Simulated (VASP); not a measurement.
A run of VASP 6.6.1:

File INCAR:

```
SYSTEM = TiAl
  PREC = Accurate
  ENCUT = 520
  EDIFF = 1E-6
  ISMEAR = -1
  SIGMA = 0.05
  LREAL = .False.
  LASPH = .True.
  NELM = 60
  ALGO = Fast
  ISIF = 2
  LWAVE = .False.
  LCHARG = .False.
  GGA = CA
  NBANDS = 14
```

File KPOINTS:

```
regular mesh
0
Gamma
  8 8 8
  0 0 0
```

Contents of POSCAR:

```
TiAl
1.0
    3.1577273571      0.0000000000      0.0000000000
    0.0000000000      3.1577273571      0.0000000000
    0.0000000000      0.0000000000      3.1577273571
Ti Al
1 1
Direct
    0.0000000000      0.0000000000      0.0000000000
    0.5000000000      0.5000000000      0.5000000000
```

Potentials or basis: VASP PAW LDA potentials, release 64 (Ti_sv, Al).

Run with:

```bash
$ cat potpaw_LDA.64/Ti_sv/POTCAR potpaw_LDA.64/Al/POTCAR > POTCAR
$ mpirun -np 1 vasp_std > vasp.out
```

Hardware: 1 thread of Intel(R) Xeon(R) 6975P-C (Granite Rapids), with other jobs on the host.

Q: How long does it take, and how much memory?

A: Run time: 6.4 s on 1 thread of Intel(R) Xeon(R) 6975P-C (Granite Rapids), with other jobs on the host, peak memory 0.13 GiB. Counts: scf iterations 23, k points 35.
